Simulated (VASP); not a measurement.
YHg, 2 atoms in the cell. Symmetry: Pm-3m, No. 221, cubic system. Conventional cell: a = 3.680 Å, b = 3.680 Å, c = 3.680 Å, α = 90.00°, β = 90.00°, γ = 90.00°. Within 4.2 Å of Y (site symmetry m-3m) lie 8 Hg at 3.19 Å and 6 Y at 3.68 Å. Within 4.2 Å of Hg (site symmetry m-3m) lie 8 Y at 3.19 Å and 6 Hg at 3.68 Å. 

```yaml
Program: VASP 6.6.1
Task: single point
Functional: r2SCAN
Potentials_or_basis: VASP PAW PBE potentials, release 64 (Y_sv, Hg)
Cutoff: 520 eV
k_mesh: 9 × 9 × 9
Occupations: fermi-dirac, width 0.1 eV
Spin: no spin polarisation
Dipole_correction: no
Further_INCAR_settings: ALGO = Normal; EDIFF = 1e-07; NBANDS = 18
```

Potentials or basis: VASP PAW PBE potentials, release 64 (Y_sv, Hg).

Command:

```sh
$ cat potpaw_PBE.64/Y_sv/POTCAR potpaw_PBE.64/Hg/POTCAR > POTCAR
$ cp INCAR.step1 INCAR
$ mpirun -np 1 vasp_std > vasp.out
$ cp INCAR.step2 INCAR
$ mpirun -np 1 vasp_std > vasp.out
```

Hardware: 1 thread of Intel Xeon 8259CL, on a shared host.

**Question.** How long does it take, and how much memory?

**Answer.** Wall time 2.3 min on 1 thread of Intel Xeon 8259CL, on a shared host, peak memory 0.2 GiB. Counts: k points 35.
